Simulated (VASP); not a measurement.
Write the native input for VASP 6.6.1 that does the following.

```
Task                   : relaxation of cell and atoms
Functional             : RPBE
Potentials or basis    : VASP PAW PBE potentials, release 64 (Hg, Te)
Cutoff                 : 600 eV
k mesh                 : 7 × 7 × 7
Occupations            : fermi-dirac, width 0.025 eV
Spin                   : no spin polarisation
Dipole correction      : no
Further INCAR settings : ALGO = Normal; EDIFF = 1e-06; IBRION = 2; EDIFFG = -0.01; NSW = 60; ISIF = 3
```

The structure of HgTe lies in POSCAR:

```
HgTe
1.0
    0.0000000000      3.1800000000      3.1800000000
    3.1800000000      0.0000000000      3.1800000000
    3.1800000000      3.1800000000      0.0000000000
Hg Te
1 1
Direct
    0.0000000000      0.0000000000      0.0000000000
    0.5000000000      0.5000000000      0.5000000000
```

These files were run (other wordings do the same):

INCAR

```
ALGO = Normal
EDIFF = 1E-6
EDIFFG = -0.01
ENCUT = 600
GGA = RP
IBRION = 2
ISIF = 3
ISMEAR = -1
LASPH = T
LCHARG = F
LREAL = F
LWAVE = F
NELM = 60
NSW = 60
PREC = Accurate
SIGMA = 0.025
```

KPOINTS

```
k-points
0
Gamma
  7 7 7
```

Potentials or basis: VASP PAW PBE potentials, release 64 (Hg, Te).

Command:

```sh
$ cat potpaw_PBE.64/Hg/POTCAR potpaw_PBE.64/Te/POTCAR > POTCAR
$ mpirun -np 1 vasp_std > vasp.out
```

Results of the run:

```json
{
  "Relaxed volume": "30.27 Å³/atom",
  "Relaxed cell": "a = 4.407 Å, b = 4.407 Å, c = 4.407 Å, α = 60.00°, β = 60.00°, γ = 60.00°",
  "Space group after relaxing (to 0.1 Å)": "Fm-3m (No. 225)",
  "Energy gained by relaxing": "12.5 meV/atom",
  "Ionic steps": "3",
  "Pressure after relaxing": "0.0 GPa",
  "Band gap on the k mesh": "zero (bands 9 and 10 overlap by 2.15 eV)"
}
```

Caveat: the PAW data sets were made with another functional, which shifts forces and pressure a little; spin-orbit coupling is left out, which moves the levels of the heavy elements.

Run time: 27 s on 1 thread of AMD EPYC 9R45 96-Core Processor (Zen 5), on a shared host, peak memory 0.19 GiB.
